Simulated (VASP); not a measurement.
Runs of VASP 6.6.1 on Rb. The structure is that of space group I4/mmm (No. 139), or close to it. The cells are those of the table. 

```csv
level,spin,cell,k mesh,cutoff (eV),smearing,grid for exact exchange (PRECFOCK),share of exact exchange,gap on the mesh (eV),pressure (GPa)
r2SCAN0,off,"a = 5.025 Å, angles 107.4, 107.4, 113.7°, 1 atom",4 × 4 × 4,520,gaussian 0.1 eV,Normal,0.25,none,0.0
r2SCAN0,off,"a = 4.890 Å, angles 107.4, 107.4, 113.7°, 1 atom",4 × 4 × 4,520,gaussian 0.1 eV,Normal,0.25,none,(a)
PBE+D3(BJ),"non-collinear, zero start, SOC","a = 4.992 Å, angles 107.4, 107.4, 113.7°, 1 atom",7 × 7 × 7,520,fermi-dirac 0.05 eV,-,-,-,-0.3
r2SCAN+rVV10,off,"a = 4.992 Å, angles 107.4, 107.4, 113.7°, 1 atom",7 × 7 × 7,550,fermi-dirac 0.01 eV,-,-,none,-0.1
```

Alike in all rows: task single point; potentials or basis VASP PAW PBE potentials, release 64 (Rb_sv).

Problem. Fill in the values left out.

Solution. (a) 0.3.

Caveats: some runs use coarse meshes; the PAW data sets were made with another functional, which shifts forces and pressure a little (at least some runs); three body term missing (at least some runs).

A k mesh can miss the band edges, and rows without SOC leave out spin-orbit coupling on Rb.

A gap of «none» marks levels without a gap at the run's occupations.
